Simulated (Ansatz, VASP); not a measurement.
**SnPt3 in VASP and in Ansatz**

```
Sn Pt
1.0
     4.00000   -0.02000   -0.02000
    -0.02000    4.00000   -0.02000
    -0.02000   -0.02000    4.00000
Sn Pt
1 3
Direct
  0.00000 0.00000 0.00000
  0.00000 0.50000 0.50000
  0.50000 0.00000 0.50000
  0.50000 0.50000 0.00000
```

Change from the starting cell: equal xy, yz and zx shear strains of -1 %, PAW files.

Alike in both runs: task electric field gradients; functional LDA; k mesh 8 × 8 × 8; occupations fermi-dirac, width 0.05 eV; no spin polarisation.

```csv
,VASP,Ansatz
version,VASP 6.6.1,Ansatz 0.2.0
potentials or method,"VASP PAW LDA potentials, release 64 (Sn_d, Pt)","PAW with Ansatz's default frozen-core files, scalar-relativistic"
plane-wave cutoff (eV),520,420
valence electrons in the cell,44,68
```

|  | VASP | Ansatz | Ansatz less VASP |
| --- | --- | --- | --- |
| pressure (GPa) | -2.8 | -3.5 | -0.72 |
| traceless stress, the component that is largest in VASP (GPa) | 0.74 | 0.71 | -0.024 |
| size of Vzz on the site where it differs most (V/Å²) | 146.9 | 158.1 | +11.23 |

LDA's correlation is that of Perdew and Zunger in VASP and of Perdew and Wang (1992) in Ansatz. VASP's potentials hold 44 valence electrons a cell and Ansatz's 68, so a difference there can come from the potentials and not from the codes.

Neither program's run includes spin-orbit coupling.
